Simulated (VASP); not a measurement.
Runs of VASP 6.6.1 on Pt. The structure is that of space group Fm-3m (No. 225), or close to it. The cells are those of the table. 

| task | cell | gap on the mesh (eV) | pressure (GPa) |
| --- | --- | --- | --- |
| relaxation of cell and atoms | relaxed to 30 GPa from a = 2.773 Å, angles 60.0°, 1 atom | none | 30.0 |
| relaxation of cell and atoms | relaxed to 45 GPa from a = 2.773 Å, angles 60.0°, 1 atom | none | 45.3 |
| relaxation of cell and atoms | relaxed to 15 GPa from a = 2.773 Å, angles 60.0°, 1 atom | none | 15.0 |
| relaxation of cell and atoms | relaxed from a = 2.773 Å, angles 60.0°, 1 atom | none | 0.0 |
| single point | a = 2.729 Å, angles 60.0°, 1 atom | none | 14.7 |
| single point | a = 2.772 Å, angles 60.0°, 1 atom | none | -0.4 |
| single point | a = 2.695 Å, angles 60.0°, 1 atom | none | 29.7 |
| single point | a = 2.667 Å, angles 60.0°, 1 atom | none | (a) |

Alike in all rows: level PBEsol; potentials or basis VASP PAW PBE potentials, release 64 (Pt); no spin polarisation; k mesh 19 × 19 × 19; cutoff (eV) 500; smearing fermi-dirac 0.1 eV.

Task: Estimate the missing entries.

Result: (a) 44.8.

Caveats: the PAW data sets were made with another functional, which shifts forces and pressure a little; spin-orbit coupling is left out, which moves the levels of the heavy elements; the cell is relaxed towards a set pressure, so the run minimises the enthalpy, not the energy (at least some runs); the cell stands under pressure (at least some runs).

A k mesh can miss the band edges, and the runs leave out spin-orbit coupling on Pt.

A gap of «none» marks levels without a gap at the run's occupations.
